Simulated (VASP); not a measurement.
# BN (P6_3/mmc) in VASP: further runs

BN is run at these levels: PBEsol; tasks: single point.

Everything below comes from runs of VASP 6.6.1. Logs are shortened: lines on timing, memory, paths and dates and some standing lists are left out, and cuts for length are marked.

### 1 The cell of the first run

The structure is hexagonal, space group P6_3/mmc (No. 194). Conventional cell: a = 2.463 Å, b = 2.463 Å, c = 6.920 Å, α = 90.00°, β = 90.00°, γ = 120.00°. Within 1.9 Å of B (site symmetry -6m2) lie 3 N at 1.42 Å. N (site symmetry -6m2) has 3 B at 1.42 Å within 1.9 Å.

### 2 Single point, PBEsol (volume 9.089 Å^3 an atom, c/a of the conventional cell 2.8094)

The input, INCAR:

```
  PREC = Accurate
  ENCUT = 520
  EDIFF = 1E-6
  ISMEAR = 0
  SIGMA = 0.05
  LREAL = F
  LASPH = T
  NELM = 60
  ALGO = Normal
  ISIF = 2
  LWAVE = F
  LCHARG = T
  GGA = PS
  LELF = T
  LVHAR = T
  NBANDS = 16
```

The input, KPOINTS:

```
Automatic mesh
0
Gamma
  12 12 4
```

The input, POSCAR:

```
BN
1.0
    2.4630744378      0.0000000000      0.0000000000
   -1.2315372189      2.1330850345      0.0000000000
    0.0000000000      0.0000000000      6.9197497544
B N
2 2
Direct
    0.3333333333      0.6666666667      0.2500000000
    0.6666666667      0.3333333333      0.7500000000
    0.3333333333      0.6666666667      0.7500000000
    0.6666666667      0.3333333333      0.2500000000
```

Potentials or basis: VASP PAW PBE potentials, release 64 (B, N).

The run is started by

```
> cat potpaw_PBE.64/B/POTCAR potpaw_PBE.64/N/POTCAR > POTCAR
> mpirun -np 1 vasp_std > vasp.out
```

OUTCAR:

```text
PREC = Accurate
   ENCUT = 520
   EDIFF = 1E-6
   ISMEAR = 0
   LREAL = F
   LASPH = T
   NELM = 60
   ISIF = 2
   GGA = PS

 ion  position               nearest neighbor table
   1  0.333  0.667  0.250-   4 1.42   4 1.42   4 1.42
   2  0.667  0.333  0.750-   3 1.42   3 1.42   3 1.42
   3  0.333  0.667  0.750-   2 1.42   2 1.42   2 1.42
   4  0.667  0.333  0.250-   1 1.42   1 1.42   1 1.42

  LATTYP: Found a hexagonal cell.
 ALAT       =     2.4630744378
 C/A-ratio  =     2.8093953021

  Lattice vectors:

 A1 = (   2.4630744378,   0.0000000000,   0.0000000000)
 A2 = (  -1.2315372189,   2.1330850345,   0.0000000000)
 A3 = (   0.0000000000,   0.0000000000,   6.9197497544)

Analysis of symmetry for initial positions (statically):
=====================================================================
 Subroutine PRICEL returns:
 Original cell was already a primitive cell.

 Routine SETGRP: Setting up the symmetry group for a
 hexagonal supercell.

 Subroutine GETGRP returns: Found 24 space group operations
 (whereof 12 operations were pure point group operations)
 out of a pool of 24 trial point group operations.

The static configuration has the point symmetry D_3d.
 The point group associated with its full space group is D_6h.

Analysis of symmetry for dynamics (positions and initial velocities):
=====================================================================
 Subroutine PRICEL returns:
 Original cell was already a primitive cell.

 Routine SETGRP: Setting up the symmetry group for a
 hexagonal supercell.

 Subroutine GETGRP returns: Found 24 space group operations
 (whereof 12 operations were pure point group operations)
 out of a pool of 24 trial point group operations.

The dynamic configuration has the point symmetry D_3d.
 The point group associated with its full space group is D_6h.

 Subroutine INISYM returns: Found 24 space group operations
 (whereof 12 operations are pure point group operations),
 and found     1 'primitive' translations

----------------------------------------------------------------------------------------

                                     Primitive cell

  volume of cell :      36.3560

  direct lattice vectors                    reciprocal lattice vectors
     2.463074438  0.000000000  0.000000000     0.405996662  0.234402282  0.000000000
    -1.231537219  2.133085035  0.000000000     0.000000000  0.468804564  0.000000000
     0.000000000  0.000000000  6.919749754     0.000000000  0.000000000  0.144513897

  length of vectors
     2.463074438  2.463074438  6.919749754     0.468804564  0.468804564  0.144513897

  position of ions in fractional coordinates (direct lattice)
     0.333333333  0.666666667  0.250000000
     0.666666667  0.333333333  0.750000000
     0.333333333  0.666666667  0.750000000
     0.666666667  0.333333333  0.250000000

  ion indices of the primitive-cell ions
   primitive index   ion index
                 1           1
                 2           2
                 3           3
                 4           4

----------------------------------------------------------------------------------------

 KPOINTS: Automatic mesh

Automatic generation of k-mesh.
 Grid dimensions read from file:
 generate k-points for:   12   12    4

 Generating k-lattice:

  Cartesian coordinates                     Fractional coordinates (reciprocal lattice)
     0.033833055  0.019533524  0.000000000     0.083333333  0.000000000  0.000000000
     0.000000000  0.039067047  0.000000000     0.000000000  0.083333333  0.000000000
     0.000000000  0.000000000  0.036128474     0.000000000  0.000000000  0.250000000

  Length of vectors
     0.039067047  0.039067047  0.036128474

  Shift w.r.t. Gamma in fractional coordinates (k-lattice)
     0.000000000  0.000000000  0.000000000

 Subroutine IBZKPT returns following result:
 ===========================================

 Found     57 irreducible k-points:

 Following reciprocal coordinates:
            Coordinates               Weight
  0.000000  0.000000  0.000000      1.000000
  0.083333  0.000000  0.000000      6.000000
  0.166667  0.000000  0.000000      6.000000
  0.250000  0.000000  0.000000      6.000000
  0.333333  0.000000  0.000000      6.000000
  0.416667  0.000000  0.000000      6.000000
[... 16 lines left out ...]
  0.250000  0.000000  0.250000     12.000000
  0.333333  0.000000  0.250000     12.000000
 [... further k-points ...]
   k-points           NKPTS =     57   k-points in BZ     NKDIM =     57   number of bands    NBANDS=     16
   number of dos      NEDOS =    301   number of ions     NIONS =      4
   total plane-waves  NPLWV =  17496
   dimension x,y,z NGX =    18 NGY =   18 NGZ =   54
   dimension x,y,z NGXF=    36 NGYF=   36 NGZF=  108
   ions per type =               2   2
   NGX,Y,Z   is equivalent  to a cutoff of  12.15, 12.15, 12.97 a.u.
   NGXF,Y,Z  is equivalent  to a cutoff of  24.30, 24.30, 25.95 a.u.
 SYSTEM =  unknown system
   PREC   = accura    normal or accurate (medium, high low for compatibility)
   ISTART =      0    job   : 0-new  1-cont  2-samecut
   ICHARG =      2    charge: 1-file 2-atom 10-const
   ISPIN  =      1    spin polarized calculation?
   LNONCOLLINEAR =      F non collinear calculations
   LSORBIT =      F    spin-orbit coupling
   LASPH  =      T    aspherical Exc in radial PAW
   ENCUT  =  520.0 eV  38.22 Ry    6.18 a.u.   4.58  4.58 12.87*2*pi/ulx,y,z
   NELM   =     60;   NELMIN=  2; NELMDL= -5     # of ELM steps
   EDIFF  = 0.1E-05   stopping-criterion for ELM
   LREAL  =      F    real-space projection
   EDIFFG = 0.1E-04   stopping-criterion for IOM
   NSW    =      0    number of steps for IOM
   IBRION =     -1    ionic relax: 0-MD 1-quasi-New 2-CG
   NFREE  =      0    steps in history (QN), initial steepest desc. (CG)
   ISIF   =      2    stress and relaxation
   ISYM   =      2    0-nonsym 1-usesym 2-fastsym
   POTIM  = 0.5000    time-step for ionic-motion
   TEBEG  =    0.0;   TEEND  =   0.0 temperature during run
   PSTRESS=    0.0 pullay stress
   NELECT =      16.0000    total number of electrons
   NUPDOWN=      -1.0000    fix difference up-down
   EMIN   =  10.00;   EMAX   =-10.00  energy-range for DOS
   EFERMI =   0.00;   METHOD = LEGACY
   ISMEAR =     0;   SIGMA  =   0.05  broadening in eV -4-tet -1-fermi 0-gaus
   EFERMI_NEDOS =   21; number of points for ismear=-14 and -15
   IALGO  =     38    algorithm
   IMIX   =      4    mixing-type and parameters
     AMIX     =   0.40;   BMIX     =  1.00
     AMIX_MAG =   1.60;   BMIX_MAG =  1.00
  volume/ion in A,a.u.               =       9.09        61.34
  Fermi-wavevector in a.u.,A,eV,Ry     =   1.245249  2.353179 21.097800  1.550645
  Thomas-Fermi vector in A             =   2.379479
   LORBIT       =      0    0 simple, 1 ext, 2 COOP (PROOUT), +10 PAW based schemes
   GGA     = PS    functional components
   LHFCALC =     F    Hartree Fock is set to
   AEXX    =    0.0000 exact exchange contribution
   IVDW    =     0    specifies the selected vdW correction
   LEPSILON=     F    determine dielectric tensor
   LRPA    =     F    only Hartree local field effects (RPA)
 non-spin polarized calculation
 Gauss-broadening in eV      SIGMA  =   0.05
  energy-cutoff  :      520.00
  volume of cell :       36.36
 maximum number of plane-waves:       998
   NGX =  9   NGY =  9   NGZ = 25

 number of electron      16.0000002 magnetization

 Free energy of the ion-electron system (eV)
  ---------------------------------------------------
  ext. energy  EPLUGINS =         0.00000000
  ---------------------------------------------------
  free energy    TOTEN  =       -36.49612624 eV

  energy without entropy =      -36.49612624  energy(sigma->0) =      -36.49612624

 E-fermi :   2.3297     XC(G=0): -10.1215

 val. band max:        2.0759598732   @ k =   0.3333   0.3333   0.5000
 cond. band min:       6.3905132129   @ k =   0.5000   0.0000   0.0000
 fundamental gap:      4.3145533397
 Fermi energy:         2.3297334084

 k-point     1 :       0.0000    0.0000    0.0000
  band No.  band energies     occupation
      1     -15.9437      2.00000
      2     -15.7273      2.00000
      3      -4.2927      2.00000
      4      -2.5487      2.00000
      5       0.8295      2.00000
      6       0.8295      2.00000
[... 8 lines left out ...]
     15      14.7854      0.00000
     16      15.5958      0.00000

 k-point     2 :       0.0833    0.0000    0.0000
  band No.  band energies     occupation
      1     -15.8027      2.00000
      2     -15.5899      2.00000
      3      -4.0983      2.00000
      4      -2.3703      2.00000
      5       0.2588      2.00000
      6       0.2754      2.00000
[... 8 lines left out ...]
     15      15.0800      0.00000
     16      15.2301      0.00000

 k-point     3 :       0.1667    0.0000    0.0000
  band No.  band energies     occupation
      1     -15.3872      2.00000
      2     -15.1853      2.00000
      3      -3.5222      2.00000
      4      -1.8451      2.00000
      5      -1.1949      2.00000
      6      -1.1749      2.00000
[... 8 lines left out ...]
     15      16.3339      0.00000
     16      16.4150      0.00000

 k-point     4 :       0.2500    0.0000    0.0000
  band No.  band energies     occupation
      1     -14.7227      2.00000
      2     -14.5397      2.00000
      3      -3.0506      2.00000
      4      -3.0151      2.00000
      5      -2.5895      2.00000
      6      -1.0088      2.00000
[... 8 lines left out ...]
     15      17.5306      0.00000
     16      18.7248      0.00000

 k-point     5 :       0.3333    0.0000    0.0000
  band No.  band energies     occupation
      1     -13.8756      2.00000
      2     -13.7223      2.00000
      3      -4.9109      2.00000
      4      -4.8591      2.00000
      5      -1.5477      2.00000
      6      -1.5091      2.00000
[... 8 lines left out ...]
     15      18.1063      0.00000
     16      21.3902      0.00000

 k-point     6 :       0.4167    0.0000    0.0000
  band No.  band energies     occupation
      1     -13.0210      2.00000
      2     -12.9175      2.00000
      3      -6.4101      2.00000
      4      -6.3556      2.00000
      5      -1.9798      2.00000
      6      -1.9393      2.00000
[... 8 lines left out ...]
     15      17.0747      0.00000
     16      20.4052      0.00000
[... 267 lines left out ...]
 k-point    21 :       0.0833    0.0000    0.2500
  band No.  band energies     occupation
      1     -15.7728      2.00000
      2     -15.6224      2.00000
      3      -3.8847      2.00000
      4      -2.6766      2.00000
      5       0.2624      2.00000
      6       0.2749      2.00000
[... 8 lines left out ...]
     15      15.1070      0.00000
     16      15.2198      0.00000

 k-point    22 :       0.1667    0.0000    0.2500
  band No.  band energies     occupation
      1     -15.3587      2.00000
      2     -15.2160      2.00000
      3      -3.3156      2.00000
      4      -2.1468      2.00000
      5      -1.1879      2.00000
      6      -1.1687      2.00000
[... 8 lines left out ...]
     15      16.3452      0.00000
     16      16.4027      0.00000

 k-point    23 :       0.2500    0.0000    0.2500
  band No.  band energies     occupation
      1     -14.6969      2.00000
      2     -14.5675      2.00000
      3      -3.0560      2.00000
      4      -3.0254      2.00000
      5      -2.3783      2.00000
      6      -1.2758      2.00000
[... 8 lines left out ...]
     15      18.7359      0.00000
     16      18.7971      0.00000

 k-point    24 :       0.3333    0.0000    0.2500
  band No.  band energies     occupation
      1     -13.8537      2.00000
      2     -13.7454      2.00000
      3      -4.9053      2.00000
      4      -4.8684      2.00000
      5      -1.5421      2.00000
      6      -1.5148      2.00000
[... 8 lines left out ...]
     15      19.0459      0.00000
     16      21.0220      0.00000

 [... further k-points ...]

------------------------ aborting loop because EDIFF is reached ----------------------------------------

  FORCE on cell =-STRESS in cart. coord.  units (eV):
  Direction    XX          YY          ZZ          XY          YZ          ZX
  --------------------------------------------------------------------------------------
  -------------------------------------------------------------------------------------
  Total        4.3356328      4.3356328      0.0200629      0.0000000      0.0000000      0.0000000
  in kB      191.0675718    191.0675718      0.8841554      0.0000000      0.0000000      0.0000000
  external PRESSURE =     127.6730997 kB  Pullay stress =       0.0000000 kB

 VOLUME and BASIS-vectors are now :
 -----------------------------------------------------------------------------
  energy-cutoff  :      520.00
  volume of cell :       36.36
      direct lattice vectors                 reciprocal lattice vectors
     2.463074438  0.000000000  0.000000000     0.405996662  0.234402282  0.000000000
    -1.231537219  2.133085035  0.000000000     0.000000000  0.468804564  0.000000000
     0.000000000  0.000000000  6.919749754     0.000000000  0.000000000  0.144513897

 POSITION                                       TOTAL-FORCE (eV/Angst)
 -----------------------------------------------------------------------------------
     -0.00000      1.42206      1.72994        -0.000000      0.000000      0.000000
      1.23154      0.71103      5.18981         0.000000     -0.000000      0.000000
     -0.00000      1.42206      5.18981        -0.000000      0.000000      0.000000
      1.23154      0.71103      1.72994        -0.000000     -0.000000      0.000000
 -----------------------------------------------------------------------------------
    total drift:                               -0.000000      0.000000      0.000000

  FREE ENERGIE OF THE ION-ELECTRON SYSTEM (eV)
  ---------------------------------------------------
  free  energy   TOTEN  =       -36.4961262429 eV

  energy  without entropy=      -36.4961262429  energy(sigma->0) =      -36.49612624
```

Wall time 19 s (1 thread of AMD EPYC 7R13 (Zen 3), shared host); peak memory 0.13 GiB.

What came out:

- Free energy: -36.4961 eV
- Pressure: 12.8 GPa
- Band gap on the k mesh: 4.31 eV, indirect (least direct gap 4.71 eV)

Levels at points of the mesh, in eV from the valence-band top:
```tsv
k point	band 6	band 7	band 8	band 9	band 10	band 11
(0.00, 0.00, 0.00)	-1.25	-1.22	-1.22	4.81	9.78	11.94
(0.50, 0.00, 0.00)	-4.16	-1.39	-0.58	4.31	5.52	9.86
(0.00, 0.00, 0.50)	-1.24	-1.24	-1.24	7.01	7.01	11.98
(0.50, 0.00, 0.50)	-4.18	-0.98	-0.98	4.75	4.75	10.33
```

Caveat: the PAW data sets were made with another functional, which shifts forces and pressure a little; this functional lacks dispersion, which binds the layers, so the pressure and a relaxed spacing across them are unreliable. A k mesh can miss the band edges.

### 3 Single point, PBEsol (volume 9.089 Å^3 an atom, c/a of the conventional cell 3.0939)

The input, INCAR:

```
SYSTEM = BN
PREC = Accurate
ENCUT = 520
EDIFF = 1E-6
ISMEAR = 0
SIGMA = 0.05
LREAL = .FALSE.
LASPH = .TRUE.
NELM = 60
ALGO = Normal
ISIF = 2
LWAVE = .FALSE.
LCHARG = .FALSE.
GGA = PS
NBANDS = 16
```

The input, KPOINTS:

```
Automatic mesh
0
G
  12 12 4
  0 0 0
```

The input, POSCAR:

```
BN
1.0
    2.3851355390      0.0000000000      0.0000000000
   -1.1925677695      2.0655879682      0.0000000000
    0.0000000000      0.0000000000      7.3793708441
B N
2 2
Direct
    0.3333333333      0.6666666667      0.2500000000
    0.6666666667      0.3333333333      0.7500000000
    0.3333333333      0.6666666667      0.7500000000
    0.6666666667      0.3333333333      0.2500000000
```

Potentials or basis: VASP PAW PBE potentials, release 64 (B, N).

The run is started by

```
> cat potpaw_PBE.64/B/POTCAR potpaw_PBE.64/N/POTCAR > POTCAR
> mpirun -np 1 vasp_std > vasp.out
```

Run time: 18 s. Hardware: 1 thread of AMD EPYC 7R13 (Zen 3), shared host; peak memory 0.13 GiB.

The run converged. Its results:

| Item | Value |
| --- | --- |
| Free energy | -35.9295 eV |
| Pressure | 39.3 GPa |
| Band gap on the k mesh | 4.44 eV, indirect (least direct gap 4.97 eV) |

Stress tensor (GPa, compression positive):
```
59.14  0.00  0.00
 0.00 59.14  0.00
 0.00  0.00 -0.39
```

Levels at points of the mesh, in eV from the valence-band top:
| k point | band 4 | band 5 | band 6 | band 7 | band 8 | band 9 | band 10 | band 11 | band 12 | band 13 |
| --- | --- | --- | --- | --- | --- | --- | --- | --- | --- | --- |
| (0.00, 0.00, 0.00) | -5.49 | -1.11 | -1.11 | -1.10 | -1.10 | 4.44 | 8.98 | 12.79 | 12.79 | 12.83 |
| (0.50, 0.00, 0.00) | -9.48 | -4.35 | -4.33 | -1.33 | -0.82 | 4.58 | 5.48 | 10.69 | 11.55 | 12.69 |
| (0.00, 0.00, 0.50) | -6.12 | -1.11 | -1.11 | -1.11 | -1.11 | 6.31 | 6.31 | 12.81 | 12.81 | 12.81 |
| (0.50, 0.00, 0.50) | -9.49 | -4.34 | -4.34 | -1.08 | -1.08 | 4.94 | 4.94 | 11.27 | 11.27 | 13.66 |

Caveat: the PAW data sets were made with another functional, which shifts forces and pressure a little; this functional lacks dispersion, which binds the layers, so the pressure and a relaxed spacing across them are unreliable.

(Continued in part 2 of 2.)
